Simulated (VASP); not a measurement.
A run of VASP 6.6.1 is set up as follows.

INCAR

```
PREC = Accurate
ENCUT = 520
EDIFF = 1E-7
ISMEAR = 0
SIGMA = 0.1
LREAL = F
LASPH = T
NELM = 80
ALGO = Normal
ISIF = 2
LWAVE = F
LCHARG = F
GGA = PE
NBANDS = 36
```

KPOINTS

```
regular mesh
0
Gamma
  6 6 2
```

The input POSCAR:

```
CdSe
1.0
    4.2879230296      0.0000000000      0.0000000000
   -2.1439615148      3.7134502731      0.0000000000
    0.0000000000      0.0000000000      9.9496641508
Cd Se
3 3
Direct
    0.0000000000      0.5000000000      0.1666666667
    0.5000000000      0.5000000000      0.8333333333
    0.5000000000      0.0000000000      0.5000000000
    0.5000000000      0.5000000000      0.3333333333
    0.5000000000      0.0000000000      0.0000000000
    0.0000000000      0.5000000000      0.6666666667
```

Potentials or basis: VASP PAW PBE potentials, release 64 (Cd, Se).

Launch:

```sh
$ cat potpaw_PBE.64/Cd/POTCAR potpaw_PBE.64/Se/POTCAR > POTCAR
$ mpirun -np 1 vasp_std > vasp.out
```

**Question.** What does it give for the band gap on the k mesh?

**Answer.** Zero (band 27 reaches 1.52 eV, above the bottom of band 28 at 1.42 eV).

**Question.** What does it give for the pressure?

**Answer.** 0.3 GPa.
